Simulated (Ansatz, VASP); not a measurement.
**BPd4: VASP beside Ansatz**

```xyz
5
Lattice="5.4165 0.0000 0.0000 -2.7083 4.6908 0.0000 0.0000 0.0000 2.8085" Properties=species:S:1:pos:R:3 pbc="T T T"
B     2.7083    1.5636    0.0000
Pd    1.3355    2.3562    1.4043
Pd    0.0000    4.6693    1.4043
Pd   -1.3355    2.3562    1.4043
Pd    0.0000    0.0000    0.0000
```

Alike in both runs: functional PBE; k mesh 12 × 12 × 14; occupations gaussian, width 0.1 eV; no spin polarisation.

Ansatz relaxed the structure, and its values are those at the end. VASP's run is a single point on that final structure, the one shown.

|  | VASP | Ansatz |
| --- | --- | --- |
| version | VASP 6.6.1 | Ansatz 0.2.0 |
| potentials or method | VASP PAW PBE potentials, release 64 (B, Pd), cutoff 520 eV | scalar-relativistic, plane waves, PAW |
| valence electrons in the cell | 43 | 75 |

```tsv
	VASP	Ansatz	Ansatz less VASP
gap on the k mesh at the Fermi level (eV)	none	none	-
pressure (GPa)	0.0	0.0	0.00
rms of the force components (eV/Å)	0.015	0.000	-0.0142
```

A gap of «none» marks a metal or a gap that the smearing closes. The functional is the same, so the differences come from potentials, cutoffs and numerics. VASP's potentials hold 43 valence electrons a cell and Ansatz's 75, so a difference there can come from the potentials and not from the codes.
